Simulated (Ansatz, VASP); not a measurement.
## Two plane-wave programs on GaSb

INCAR

```
SYSTEM = GaSb
ALGO     = Normal         ! electronic algorithm
EDIFF    = 1E-7           ! SCF threshold, eV
ENCUT    = 520            ! plane-wave cutoff, eV
ISIF     = 2              ! what is computed and relaxed
ISMEAR   = 0              ! smearing method
LASPH    = .TRUE.         ! aspherical terms in the spheres
LCHARG   = .TRUE.         ! write CHGCAR
LELF     = .TRUE.         ! ELF
LREAL    = .FALSE.        ! projectors in reciprocal space
LVHAR    = .TRUE.       
LWAVE    = .FALSE.        ! write WAVECAR
NBANDS   = 16             ! bands
NELM     = 100            ! most SCF steps
PREC     = Accurate       ! precision mode
SIGMA    = 0.15           ! smearing width, eV
```

The input KPOINTS:

```
k-points
0
G
  18 18 18
  0 0 0
```

File POSCAR:

```
GaSb
1.0
   -1.6011117343      2.3494217240      2.6294055863
    1.6011117343     -2.3494217240      2.6294055863
    1.6011117343      2.3494217240     -2.6294055863
Ga Sb
1 1
Direct
    0.0000000000      0.0000000000      0.0000000000
    0.5000000000      0.5000000000      0.0000000000
```

Input for Ansatz:

```yaml
crystal:
  lattice:
    - [-1.6011117343, 2.349421724, 2.6294055863]
    - [1.6011117343, -2.349421724, 2.6294055863]
    - [1.6011117343, 2.349421724, -2.6294055863]
  atoms:
    - { symbol: Ga, position: [0.0, 0.0, 0.0] }
    - { symbol: Sb, position: [0.5, 0.5, 0.0] }
basis:
  ecutwfc: 420
kpoints:
  mp_grid: { grid: [18, 18, 18] }
hamiltonian:
  xc: lda
  pseudopotentials: { kind: paw, azcp: { folder: soft_1 } }
scf:
  occupations: { method: gaussian, width: 0.15 }
output:
  forces: true
  stress: true
  eigenvalues: true
```

Change from the starting cell: volume 19.782 Å^3 an atom, stretch along a over the lengths across it, relative to the relaxed cell 1.0835.

Alike in both runs: task single point; functional LDA; k mesh 18 × 18 × 18; occupations gaussian, width 0.15 eV; no spin polarisation.

```csv
,VASP,Ansatz
version,VASP 6.6.1,Ansatz 0.2.0
potentials or method,"VASP PAW LDA potentials, release 64 (Ga_d, Sb), cutoff 520 eV","scalar-relativistic, plane waves, PAW"
valence electrons in the cell,18,28
```

|  | VASP | Ansatz | Ansatz less VASP |
| --- | --- | --- | --- |
| gap on the k mesh at the Fermi level (eV) | none | none | - |
| pressure (GPa) | 10.7 | 10.4 | -0.37 |
| traceless stress, the component that is largest in VASP (GPa) | 5.83 | 5.76 | -0.072 |

Ansatz warns that its potentials were made for another functional, while VASP's fit it. LDA's correlation is that of Perdew and Zunger in VASP and of Perdew and Wang (1992) in Ansatz. A gap of «none» marks a metal or a gap that the smearing closes. VASP's potentials hold 18 valence electrons a cell and Ansatz's 28, so a difference there can come from the potentials and not from the codes.

Spin-orbit coupling is off throughout.
